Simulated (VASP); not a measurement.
# Ti (P6_3/mmc) in VASP: a series of runs

Ti is run at these levels: PBE; tasks: single point, relaxation of cell and atoms.

Everything below comes from runs of VASP 6.6.1. Logs are shortened: lines on timing, memory, paths and dates and some standing lists are left out, and cuts for length are marked.

**1. The cell of the first run**

It takes space group P6_3/mmc (No. 194, hexagonal). Conventional cell: a = 4.604 Å, b = 4.604 Å, c = 4.274 Å, α = 90.00°, β = 90.00°, γ = 120.00°. Within 2.8 Å of Ti (site symmetry -6m2) lie 5 Ti at 2.14 to 2.66 Å. Within 3.5 Å of Ti (site symmetry -6m2) lie 15 Ti at 2.66 to 3.41 Å.

**2. Single point, PBE**

INCAR

```
SYSTEM = Ti
PREC = Accurate
ENCUT = 550
EDIFF = 1E-6
ISMEAR = 0
SIGMA = 0.1
LREAL = .False.
LASPH = .True.
NELM = 300
ALGO = All
ISIF = 2
LWAVE = .False.
LCHARG = .False.
GGA = PE
NBANDS = 32
GGA_COMPAT = .False.
ISEARCH = 1
KPAR = 4
```

KPOINTS

```
Automatic mesh
0
Gamma
  12 12 10
  0 0 0
```

POSCAR

```
Ti
1.0
    4.6035947376      0.0000000000      0.0000000000
   -2.3017973688      3.9868299915      0.0000000000
    0.0000000000      0.0000000000      4.2743850438
Ti
4
Direct
    0.0000000000      0.0000000000      0.2500000000
    0.0000000000      0.0000000000      0.7500000000
    0.3333333333      0.6666666667      0.7500000000
    0.6666666667      0.3333333333      0.2500000000
```

Potentials or basis: VASP PAW PBE potentials, release 64 (Ti_sv).

The run is started by

```sh
> cat potpaw_PBE.64/Ti_sv/POTCAR > POTCAR
> mpirun -np 4 vasp_std > vasp.out
```

OUTCAR:

```text
SYSTEM = Ti
   PREC = Accurate
   ENCUT = 550
   EDIFF = 1E-6
   ISMEAR = 0
   LREAL = .False.
   LASPH = .True.
   NELM = 300
   ISIF = 2
   GGA = PE

 ion  position               nearest neighbor table
   1  0.000  0.000  0.250-   2 2.14   2 2.14   4 2.66   4 2.66   4 2.66
   2  0.000  0.000  0.750-   1 2.14   1 2.14   3 2.66   3 2.66   3 2.66
   3  0.333  0.667  0.750-   2 2.66   2 2.66   2 2.66
   4  0.667  0.333  0.250-   1 2.66   1 2.66   1 2.66

  LATTYP: Found a hexagonal cell.
 ALAT       =     4.6035947376
 C/A-ratio  =     0.9284885589

  Lattice vectors:

 A1 = (   4.6035947376,   0.0000000000,   0.0000000000)
 A2 = (  -2.3017973688,   3.9868299915,   0.0000000000)
 A3 = (   0.0000000000,   0.0000000000,   4.2743850438)

Analysis of symmetry for initial positions (statically):
=====================================================================
 Subroutine PRICEL returns:
 Original cell was already a primitive cell.

 Routine SETGRP: Setting up the symmetry group for a
 hexagonal supercell.

 Subroutine GETGRP returns: Found 24 space group operations
 (whereof 12 operations were pure point group operations)
 out of a pool of 24 trial point group operations.

The static configuration has the point symmetry D_3d.
 The point group associated with its full space group is D_6h.

Analysis of symmetry for dynamics (positions and initial velocities):
=====================================================================
 Subroutine PRICEL returns:
 Original cell was already a primitive cell.

 Routine SETGRP: Setting up the symmetry group for a
 hexagonal supercell.

 Subroutine GETGRP returns: Found 24 space group operations
 (whereof 12 operations were pure point group operations)
 out of a pool of 24 trial point group operations.

The dynamic configuration has the point symmetry D_3d.
 The point group associated with its full space group is D_6h.

 Subroutine INISYM returns: Found 24 space group operations
 (whereof 12 operations are pure point group operations),
 and found     1 'primitive' translations

----------------------------------------------------------------------------------------

                                     Primitive cell

  volume of cell :      78.4510

  direct lattice vectors                    reciprocal lattice vectors
     4.603594738  0.000000000  0.000000000     0.217221553  0.125412922  0.000000000
    -2.301797369  3.986829992  0.000000000     0.000000000  0.250825845  0.000000000
     0.000000000  0.000000000  4.274385044     0.000000000  0.000000000  0.233951782

  length of vectors
     4.603594738  4.603594738  4.274385044     0.250825845  0.250825845  0.233951782

  position of ions in fractional coordinates (direct lattice)
     0.000000000  0.000000000  0.250000000
     0.000000000  0.000000000  0.750000000
     0.333333333  0.666666667  0.750000000
     0.666666667  0.333333333  0.250000000

  ion indices of the primitive-cell ions
   primitive index   ion index
                 1           1
                 2           2
                 3           3
                 4           4

----------------------------------------------------------------------------------------

 KPOINTS: Automatic mesh

Automatic generation of k-mesh.
 Grid dimensions read from file:
 generate k-points for:   12   12   10

 Generating k-lattice:

  Cartesian coordinates                     Fractional coordinates (reciprocal lattice)
     0.018101796  0.010451077  0.000000000     0.083333333 -0.000000000  0.000000000
     0.000000000  0.020902154  0.000000000     0.000000000  0.083333333  0.000000000
     0.000000000  0.000000000  0.023395178     0.000000000  0.000000000  0.100000000

  Length of vectors
     0.020902154  0.020902154  0.023395178

  Shift w.r.t. Gamma in fractional coordinates (k-lattice)
     0.000000000  0.000000000  0.000000000

 Subroutine IBZKPT returns following result:
 ===========================================

 Found    114 irreducible k-points:

 Following reciprocal coordinates:
            Coordinates               Weight
  0.000000  0.000000  0.000000      1.000000
  0.083333  0.000000  0.000000      6.000000
  0.166667  0.000000  0.000000      6.000000
  0.250000  0.000000  0.000000      6.000000
  0.333333  0.000000  0.000000      6.000000
  0.416667  0.000000  0.000000      6.000000
[... 16 lines left out ...]
  0.250000  0.000000  0.100000     12.000000
  0.333333  0.000000  0.100000     12.000000
 [... further k-points ...]
   k-points           NKPTS =    114   k-points in BZ     NKDIM =    114   number of bands    NBANDS=     32
   number of dos      NEDOS =    301   number of ions     NIONS =      4
   total plane-waves  NPLWV =  46656
   dimension x,y,z NGX =    36 NGY =   36 NGZ =   36
   dimension x,y,z NGXF=    72 NGYF=   72 NGZF=   72
   ions per type =               4
   NGX,Y,Z   is equivalent  to a cutoff of  13.00, 13.00, 14.00 a.u.
   NGXF,Y,Z  is equivalent  to a cutoff of  26.00, 26.00, 28.00 a.u.
 SYSTEM =  Ti
   PREC   = accura    normal or accurate (medium, high low for compatibility)
   ISTART =      0    job   : 0-new  1-cont  2-samecut
   ICHARG =      2    charge: 1-file 2-atom 10-const
   ISPIN  =      1    spin polarized calculation?
   LNONCOLLINEAR =      F non collinear calculations
   LSORBIT =      F    spin-orbit coupling
   LASPH  =      T    aspherical Exc in radial PAW
   ENCUT  =  550.0 eV  40.42 Ry    6.36 a.u.   8.80  8.80  8.17*2*pi/ulx,y,z
   NELM   =    300;   NELMIN=  2; NELMDL= -5     # of ELM steps
   EDIFF  = 0.1E-05   stopping-criterion for ELM
   LREAL  =      F    real-space projection
   EDIFFG = 0.1E-04   stopping-criterion for IOM
   NSW    =      0    number of steps for IOM
   IBRION =     -1    ionic relax: 0-MD 1-quasi-New 2-CG
   NFREE  =      0    steps in history (QN), initial steepest desc. (CG)
   ISIF   =      2    stress and relaxation
   ISYM   =      2    0-nonsym 1-usesym 2-fastsym
   POTIM  = 0.5000    time-step for ionic-motion
   TEBEG  =    0.0;   TEEND  =   0.0 temperature during run
   PSTRESS=    0.0 pullay stress
   NELECT =      48.0000    total number of electrons
   NUPDOWN=      -1.0000    fix difference up-down
   EMIN   =  10.00;   EMAX   =-10.00  energy-range for DOS
   EFERMI =   0.00;   METHOD = LEGACY
   ISMEAR =     0;   SIGMA  =   0.10  broadening in eV -4-tet -1-fermi 0-gaus
   EFERMI_NEDOS =   21; number of points for ismear=-14 and -15
   IALGO  =     58    algorithm
   IMIX   =      4    mixing-type and parameters
     AMIX     =   0.40;   BMIX     =  1.00
     AMIX_MAG =   1.60;   BMIX_MAG =  1.00
  volume/ion in A,a.u.               =      19.61       132.35
  Fermi-wavevector in a.u.,A,eV,Ry     =   1.389811  2.626362 26.280670  1.931575
  Thomas-Fermi vector in A             =   2.513806
   LORBIT       =      0    0 simple, 1 ext, 2 COOP (PROOUT), +10 PAW based schemes
   GGA     = PE    functional components
   LHFCALC =     F    Hartree Fock is set to
   AEXX    =    0.0000 exact exchange contribution
   IVDW    =     0    specifies the selected vdW correction
   LEPSILON=     F    determine dielectric tensor
   LRPA    =     F    only Hartree local field effects (RPA)
 non-spin polarized calculation
 Gauss-broadening in eV      SIGMA  =   0.10
  energy-cutoff  :      550.00
  volume of cell :       78.45
 maximum number of plane-waves:      2332
 NGX is ok and might be reduce to    36
   NGX = 17   NGY = 17   NGZ = 17

 number of electron      47.9999978 magnetization

 Free energy of the ion-electron system (eV)
  ---------------------------------------------------
  ext. energy  EPLUGINS =         0.00000000
  ---------------------------------------------------
  free energy    TOTEN  =       -27.36399119 eV

  energy without entropy =      -27.32492079  energy(sigma->0) =      -27.34445599

 E-fermi :   6.7370     XC(G=0): -10.7576

 val. band max:        6.7344927024   @ k =   0.1667   0.0833   0.4000
 cond. band min:       6.7388202017   @ k =   0.2500   0.2500   0.0000
 fundamental gap:      0.0043274993
 Fermi energy:         6.7369981488

 k-point     1 :       0.0000    0.0000    0.0000
  band No.  band energies     occupation
      1     -50.3883      2.00000
      2     -50.3654      2.00000
      3     -49.6691      2.00000
      4     -48.7803      2.00000
      5     -27.6182      2.00000
      6     -26.7109      2.00000
[... 24 lines left out ...]
     31       9.2443      0.00000
     32       9.4650      0.00000

 k-point     2 :       0.0833    0.0000    0.0000
  band No.  band energies     occupation
      1     -50.3874      2.00000
      2     -50.3654      2.00000
      3     -49.6698      2.00000
      4     -48.7806      2.00000
      5     -27.6176      2.00000
      6     -26.7106      2.00000
[... 24 lines left out ...]
     31       8.5694      0.00000
     32       9.3032      0.00000

 k-point     3 :       0.1667    0.0000    0.0000
  band No.  band energies     occupation
      1     -50.3850      2.00000
      2     -50.3656      2.00000
      3     -49.6717      2.00000
      4     -48.7812      2.00000
      5     -27.6159      2.00000
      6     -26.7095      2.00000
[... 24 lines left out ...]
     31       8.0405      0.00000
     32       9.4046      0.00000

 k-point     4 :       0.2500    0.0000    0.0000
  band No.  band energies     occupation
      1     -50.3816      2.00000
      2     -50.3660      2.00000
      3     -49.6743      2.00000
      4     -48.7822      2.00000
      5     -27.6135      2.00000
      6     -26.7075      2.00000
[... 654 lines left out ...]
     31       8.1295      0.00000
     32       9.4357      0.00000

 k-point    23 :       0.2500    0.0000    0.1000
  band No.  band energies     occupation
      1     -50.3811      2.00000
      2     -50.3663      2.00000
      3     -49.6544      2.00000
      4     -48.8062      2.00000
      5     -27.5274      2.00000
      6     -26.7071      2.00000
[... 24 lines left out ...]
     31       8.0585      0.00000
     32       9.5690      0.00000

 k-point    24 :       0.3333    0.0000    0.1000
  band No.  band energies     occupation
      1     -50.3775      2.00000
      2     -50.3669      2.00000
      3     -49.6570      2.00000
      4     -48.8071      2.00000
      5     -27.5248      2.00000
      6     -26.7051      2.00000
[... 24 lines left out ...]
     31       8.2416      0.00000
     32       9.7927      0.00000

 [... further k-points ...]

------------------------ aborting loop because EDIFF is reached ----------------------------------------

  FORCE on cell =-STRESS in cart. coord.  units (eV):
  Direction    XX          YY          ZZ          XY          YZ          ZX
  --------------------------------------------------------------------------------------
  -------------------------------------------------------------------------------------
  Total       -0.0742222     -0.0742222      0.4669327      0.0000000     -0.0000000      0.0000000
  in kB       -1.5158137     -1.5158137      9.5360032      0.0000000     -0.0000000      0.0000000
  external PRESSURE =       2.1681253 kB  Pullay stress =       0.0000000 kB

 VOLUME and BASIS-vectors are now :
 -----------------------------------------------------------------------------
  energy-cutoff  :      550.00
  volume of cell :       78.45
      direct lattice vectors                 reciprocal lattice vectors
     4.603594738  0.000000000  0.000000000     0.217221553  0.125412922  0.000000000
    -2.301797369  3.986829992  0.000000000     0.000000000  0.250825845  0.000000000
     0.000000000  0.000000000  4.274385044     0.000000000  0.000000000  0.233951782

 POSITION                                       TOTAL-FORCE (eV/Angst)
 -----------------------------------------------------------------------------------
      0.00000      0.00000      1.06860         0.000000      0.000000     -0.000000
      0.00000      0.00000      3.20579        -0.000000      0.000000     -0.000000
     -0.00000      2.65789      3.20579        -0.000000      0.000000      0.000000
      2.30180      1.32894      1.06860         0.000000     -0.000000     -0.000000
 -----------------------------------------------------------------------------------
    total drift:                               -0.000000      0.000000     -0.000000

  FREE ENERGIE OF THE ION-ELECTRON SYSTEM (eV)
  ---------------------------------------------------
  free  energy   TOTEN  =       -27.3639911932 eV

  energy  without entropy=      -27.3249174486  energy(sigma->0) =      -27.34445432
```

It took 1.7 min on 4 MPI ranks of Intel Xeon Platinum 8559C (Emerald Rapids), shared host; peak memory 0.61 GiB.

What came out:

```yaml
Free_energy: -27.3640 eV
Pressure: 0.2 GPa
Band_gap_on_the_k_mesh: zero (bands 24 and 25 overlap by 0.82 eV)
```

Stress tensor (GPa, compression positive):
```
-0.15  0.00  0.00
 0.00 -0.15  0.00
 0.00  0.00  0.95
```

**3. Single point, PBE**

This run uses another cell than the first one, of 17.44 Å³/atom.

INCAR

```
SYSTEM = Ti
ALGO = Normal
EDIFF = 1E-6
ENCUT = 500
GGA = PE
GGA_COMPAT = .FALSE.
ISIF = 2
ISMEAR = 0
LASPH = .TRUE.
LCHARG = .FALSE.
LREAL = .FALSE.
LWAVE = .FALSE.
NBANDS = 32
NELM = 120
PREC = Accurate
SIGMA = 0.1
```

KPOINTS

```
k-points
0
G
  6 6 2
  0 0 0
```

POSCAR

```
Ti
1.0
    2.9252023048      0.0000000000      0.0000000000
   -1.4626011524      2.5332995072      0.0000000000
    0.0000000000      0.0000000000      9.4159792612
Ti
4
Direct
    0.0000000000      0.0000000000      0.0000000000
    0.0000000000      0.0000000000      0.5000000000
    0.3333333333      0.6666666667      0.7500000000
    0.6666666667      0.3333333333      0.2500000000
```

Potentials or basis: VASP PAW PBE potentials, release 64 (Ti_sv).

The run is started by

```sh
> cat potpaw_PBE.64/Ti_sv/POTCAR > POTCAR
> mpirun -np 1 vasp_std > vasp.out
```

OUTCAR:

```text
SYSTEM = Ti
   EDIFF = 1E-6
   ENCUT = 500
   GGA = PE
   ISIF = 2
   ISMEAR = 0
   LASPH = .TRUE.
   LREAL = .FALSE.
   NELM = 120
   PREC = Accurate

 ion  position               nearest neighbor table
   1  0.000  0.000  0.000-   3 2.90   4 2.90   4 2.90   3 2.90   4 2.90   3 2.90
   2  0.000  0.000  0.500-   3 2.90   4 2.90   4 2.90   3 2.90   4 2.90   3 2.90
   3  0.333  0.667  0.750-   1 2.90   2 2.90   1 2.90   2 2.90   1 2.90   2 2.90
   4  0.667  0.333  0.250-   1 2.90   2 2.90   1 2.90   2 2.90   1 2.90   2 2.90

  LATTYP: Found a hexagonal cell.
 ALAT       =     2.9252023048
 C/A-ratio  =     3.2189155758

  Lattice vectors:

 A1 = (   2.9252023048,   0.0000000000,   0.0000000000)
 A2 = (  -1.4626011524,   2.5332995072,   0.0000000000)
 A3 = (   0.0000000000,   0.0000000000,   9.4159792612)

Analysis of symmetry for initial positions (statically):
=====================================================================
 Subroutine PRICEL returns:
 Original cell was already a primitive cell.

 Routine SETGRP: Setting up the symmetry group for a
 hexagonal supercell.
[... 160 lines left out ...]

  energy without entropy =      -31.17779629  energy(sigma->0) =      -31.19057104

 E-fermi :   8.2036     XC(G=0): -11.4797

 val. band max:        8.1396000239   @ k =   0.1667   0.1667   0.0000
 cond. band min:       8.2071133348   @ k =   0.3333   0.3333   0.0000
 fundamental gap:      0.0675133109
 Fermi energy:         8.2035773319

 k-point     1 :       0.0000    0.0000    0.0000
  band No.  band energies     occupation
      1     -48.5751      2.00000
      2     -48.5225      2.00000
      3     -48.5002      2.00000
      4     -48.4468      2.00000
      5     -25.1125      2.00000
      6     -24.7863      2.00000
[... 479 lines left out ...]
     31      10.5336      0.00000
     32      10.5336      0.00000

------------------------ aborting loop because EDIFF is reached ----------------------------------------

  FORCE on cell =-STRESS in cart. coord.  units (eV):
  Direction    XX          YY          ZZ          XY          YZ          ZX
  --------------------------------------------------------------------------------------
  -------------------------------------------------------------------------------------
  Total       -0.1124197     -0.1124197     -0.1272736      0.0000000      0.0000000      0.0000000
  in kB       -2.5813393     -2.5813393     -2.9224089      0.0000000      0.0000000      0.0000000
  external PRESSURE =      -2.6950291 kB  Pullay stress =       0.0000000 kB

 VOLUME and BASIS-vectors are now :
 -----------------------------------------------------------------------------
  energy-cutoff  :      500.00
  volume of cell :       69.78
      direct lattice vectors                 reciprocal lattice vectors
     2.925202305  0.000000000  0.000000000     0.341856698  0.197371056  0.000000000
    -1.462601152  2.533299507  0.000000000     0.000000000  0.394742113  0.000000000
     0.000000000  0.000000000  9.415979261     0.000000000  0.000000000  0.106202443

 POSITION                                       TOTAL-FORCE (eV/Angst)
 -----------------------------------------------------------------------------------
      0.00000      0.00000      0.00000        -0.000000     -0.000000      0.000000
      0.00000      0.00000      4.70799        -0.000000     -0.000000      0.000000
     -0.00000      1.68887      7.06198        -0.000000     -0.000000     -0.000000
      1.46260      0.84443      2.35399         0.000000      0.000000      0.000000
 -----------------------------------------------------------------------------------
    total drift:                                0.000000      0.000000      0.000000

  FREE ENERGIE OF THE ION-ELECTRON SYSTEM (eV)
  ---------------------------------------------------
  free  energy   TOTEN  =       -31.2033457971 eV

  energy  without entropy=      -31.1777962858  energy(sigma->0) =      -31.19057104
```

OSZICAR:

```text
N       E                     dE             d eps       ncg     rms          rms(c)
DAV:   1     0.606158456907E+03    0.60616E+03   -0.23618E+04   896   0.183E+03
DAV:   2     0.399424647239E+02   -0.56622E+03   -0.55247E+03   920   0.546E+02
DAV:   3    -0.284406101696E+02   -0.68383E+02   -0.65140E+02  1432   0.162E+02
DAV:   4    -0.350157936939E+02   -0.65752E+01   -0.65105E+01  1344   0.475E+01
DAV:   5    -0.353278884921E+02   -0.31209E+00   -0.31196E+00  1384   0.887E+00    0.166E+01
DAV:   6    -0.311934786156E+02    0.41344E+01   -0.14770E+01  1120   0.330E+01    0.427E+00
DAV:   7    -0.314114418959E+02   -0.21796E+00   -0.29714E+00  1256   0.149E+01    0.504E+00
DAV:   8    -0.311742546273E+02    0.23719E+00   -0.13396E+00  1280   0.813E+00    0.284E+00
DAV:   9    -0.312155124864E+02   -0.41258E-01   -0.42481E-01  1144   0.653E+00    0.873E-01
DAV:  10    -0.312029487542E+02    0.12564E-01   -0.72158E-02  1128   0.279E+00    0.128E-01
DAV:  11    -0.312031914651E+02   -0.24271E-03   -0.60586E-03  1304   0.579E-01    0.136E-01
DAV:  12    -0.312033522218E+02   -0.16076E-03   -0.89555E-04  1232   0.208E-01    0.315E-02
DAV:  13    -0.312033467742E+02    0.54476E-05   -0.11115E-04  1200   0.855E-02    0.229E-02
DAV:  14    -0.312033484138E+02   -0.16396E-05   -0.10240E-05  1088   0.319E-02    0.120E-02
DAV:  15    -0.312033454679E+02    0.29459E-05   -0.73706E-06  1008   0.204E-02    0.395E-03
DAV:  16    -0.312033457971E+02   -0.32926E-06   -0.68181E-07   632   0.824E-03
   1 F= -.31203346E+02 E0= -.31190571E+02  d E =-.255495E-01
```

It took 35 s on 1 thread of Intel Xeon 8259CL, shared host; peak memory 0.19 GiB.

What came out:

- Free energy: -31.2033 eV
- Pressure: -0.3 GPa
- Band gap on the k mesh: zero (bands 24 and 25 overlap by 0.86 eV)

Levels at points of the mesh, in eV from the Fermi level:
| k point | band 20 | band 21 | band 22 | band 23 | band 24 | band 25 | band 26 | band 27 | band 28 | band 29 |
| --- | --- | --- | --- | --- | --- | --- | --- | --- | --- | --- |
| (0.00, 0.00, 0.00) | -2.60 | 0.09 | 0.12 | 0.69 | 0.69 | 0.71 | 0.76 | 0.76 | 0.90 | 1.06 |
| (0.50, 0.00, 0.00) | -1.86 | -1.28 | -1.21 | -1.04 | -0.10 | 0.08 | 0.65 | 1.08 | 1.42 | 1.87 |
| (0.00, 0.00, 0.50) | -2.98 | 0.15 | 0.15 | 0.62 | 0.62 | 0.82 | 0.82 | 0.82 | 0.82 | 0.98 |
| (0.50, 0.00, 0.50) | -2.29 | -1.48 | -1.48 | -0.22 | -0.22 | 0.70 | 0.70 | 0.97 | 0.97 | 1.39 |

Caveat: the k points lie up to 0.41 Å⁻¹ apart, too coarse for converged energies and pressures of a metal.

[end of part 1 of 2]

The gap in the log of VASP goes by the Fermi energy; the results here count the filled bands.